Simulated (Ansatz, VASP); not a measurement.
KRe: VASP beside Ansatz

Contents of INCAR:

```
  ALGO = Fast
  EDIFF = 1E-6
  EDIFFG = -0.01
  ENCUT = 600
  GGA = PE
  IBRION = 2
  ISIF = 3
  ISMEAR = 0
  LASPH = True
  LCHARG = False
  LREAL = False
  LWAVE = False
  NELM = 60
  NSW = 100
  PREC = Accurate
  SIGMA = 0.1
```

The input KPOINTS:

```
k-points
0
Gamma
  16 16 16
```

File POSCAR:

```
KRe
1.0
    3.6359120668      0.0000000000      0.0000000000
    0.0000000000      3.6359120668      0.0000000000
    0.0000000000      0.0000000000      3.6359120668
K Re
1 1
Direct
    0.0000000000      0.0000000000      0.0000000000
    0.5000000000      0.5000000000      0.5000000000
```

Input for Ansatz:

```yaml
crystal:
  lattice:
    - [3.6359120668, 0.0, 0.0]
    - [0.0, 3.6359120668, 0.0]
    - [0.0, 0.0, 3.6359120668]
  atoms:
    - { symbol: K, position: [0.0, 0.0, 0.0] }
    - { symbol: Re, position: [0.5, 0.5, 0.5] }
basis:
  ecutwfc: 420
kpoints:
  mp_grid: { grid: [16, 16, 16] }
hamiltonian:
  xc: pbe
scf:
  occupations: { method: gaussian, width: 0.1 }
output:
  forces: true
  stress: true
  eigenvalues: true
relax:
  adjacent_minimum: "off"
  f_tol: 0.01
  max_steps: 80
  cell: { stress_tol: 0.05 }
```

Alike in both runs: task relaxation of cell and atoms; functional PBE; k mesh 16 × 16 × 16; occupations gaussian, width 0.1 eV; no spin polarisation.

```csv
,VASP,Ansatz
version,VASP 6.6.1,Ansatz 0.2.0
potentials or method,"VASP PAW PBE potentials, release 64 (K_sv, Re), cutoff 600 eV","scalar-relativistic, plane waves, PAW"
valence electrons in the cell,16,24
```

Ansatz gave:

| Quantity | Value |
| --- | --- |
| gap on the k mesh at the Fermi level, each at its own relaxed structure (eV) | none |
| relaxed volume (Å³/atom) | 24.03 |
| relaxed length of the cell vector where the two differ most in proportion (Å) | 3.636 |

Problem. Estimate VASP's values.

Solution. gap on the k mesh at the Fermi level, each at its own relaxed structure (eV): none; relaxed volume (Å³/atom): 24.16; relaxed length of the cell vector where the two differ most in proportion (Å): 3.642.

A gap of «none» marks a metal or a gap that the smearing closes. VASP's potentials hold 16 valence electrons a cell and Ansatz's 24, so a difference there can come from the potentials and not from the codes.

Spin-orbit coupling is off throughout.
